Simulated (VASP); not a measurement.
ZnF2: single point with PBEsol

ZnF2:

```
Zn F
1.0
     4.71716    0.00000    0.00000
     0.00000    4.71716    0.00000
     0.00000    0.00000    3.12865
Zn F
2 4
Direct
  0.50000 0.50000 0.50000
  0.00000 0.00000 0.00000
  0.69616 0.69616 0.00000
  0.80384 0.19616 0.50000
  0.30384 0.30384 0.00000
  0.19616 0.80384 0.50000
```

```yaml
Program: VASP 6.6.1
Task: single point
Functional: PBEsol
Potentials_or_basis: VASP PAW PBE potentials, release 64 (Zn, F)
Cutoff: 600 eV
k_mesh: 6 × 6 × 8
Occupations: gaussian, width 0.02 eV
Spin: no spin polarisation
Dipole_correction: no
Further_INCAR_settings: ALGO = Normal; EDIFF = 1e-06; NBANDS = 35
```

```
Pressure               : 0.5 GPa
Largest force          : 0.014 eV/Å
Band gap on the k mesh : 3.37 eV
```

Forces in eV/Å, atoms in the order of the input:
```
Zn   0.000  0.000  0.000
Zn   0.000  0.000  0.000
F    0.010  0.010  0.000
F   -0.010  0.010  0.000
F   -0.010 -0.010  0.000
F    0.010 -0.010  0.000
```

Stress tensor (GPa, compression positive):
```
0.44 0.00 0.00
0.00 0.44 0.00
0.00 0.00 0.75
```

Levels at points of the mesh, in eV from the valence-band top:
```csv
k point,band 24,band 25,band 26,band 27,band 28,band 29
"(0.00, 0.00, 0.00)",-0.31,-0.31,0.00,3.37,9.24,9.48
"(0.50, 0.00, 0.00)",-0.63,-0.39,-0.39,5.98,5.98,10.41
"(0.50, 0.50, 0.00)",-1.23,-0.33,-0.33,6.92,6.92,9.04
"(0.00, 0.00, 0.50)",-1.31,-1.21,-1.21,8.17,8.17,11.75
"(0.50, 0.00, 0.50)",-1.30,-0.04,-0.04,8.69,8.69,10.18
"(0.50, 0.50, 0.50)",-1.21,-0.81,-0.81,7.99,7.99,11.32
```

Wall time 110 s on 1 thread of Intel(R) Xeon(R) Platinum 8259CL CPU @ 2.50GHz (Skylake/Cascade Lake) (shared host), peak memory 0.26 GiB.

Caveat: the PAW data sets were made with another functional, which shifts forces and pressure a little. A k mesh can miss the band edges.
